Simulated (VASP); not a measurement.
A run of VASP 6.6.1:

INCAR

```
SYSTEM = LaTaCO
  ALGO = Normal
  EDIFF = 1E-6
  ENCUT = 520
  GGA = PE
  ISIF = 2
  ISMEAR = 1
  LASPH = .True.
  LCHARG = .False.
  LREAL = .False.
  LWAVE = .False.
  NBANDS = 42
  NELM = 60
  PREC = Accurate
  SIGMA = 0.0178
```

KPOINTS

```
k-points
0
Gamma
  7 7 3
  0 0 0
```

File POSCAR:

```
LaTaCO
1.0
    3.8391120000      0.0000000000      0.0000000000
    0.0000000000      3.8391120000      0.0000000000
    0.0000000000      0.0000000000      8.5369230000
La Ta C O
2 2 2 2
Direct
    0.2500000000      0.2500000000      0.1365000000
    0.7500000000      0.7500000000      0.8635000000
    0.7500000000      0.2500000000      0.5000000000
    0.2500000000      0.7500000000      0.5000000000
    0.2500000000      0.2500000000      0.6625000000
    0.7500000000      0.7500000000      0.3375000000
    0.7500000000      0.2500000000      0.0000000000
    0.2500000000      0.7500000000      0.0000000000
```

Potentials or basis: VASP PAW PBE potentials, release 64 (La, Ta_pv, C, O).

Run with:

```bash
$ cat potpaw_PBE.64/La/POTCAR potpaw_PBE.64/Ta_pv/POTCAR potpaw_PBE.64/C/POTCAR potpaw_PBE.64/O/POTCAR > POTCAR
$ mpirun -np 1 vasp_std > vasp.out
```

Hardware: 1 thread of AMD EPYC 7R13 Processor (Zen 3), on a shared host.

Task: How long does it take, and how much memory?

Result: Wall time 2.4 min on 1 thread of AMD EPYC 7R13 Processor (Zen 3), with other jobs on the host, peak memory 0.26 GiB. Counts: scf iterations 17, k points 20.
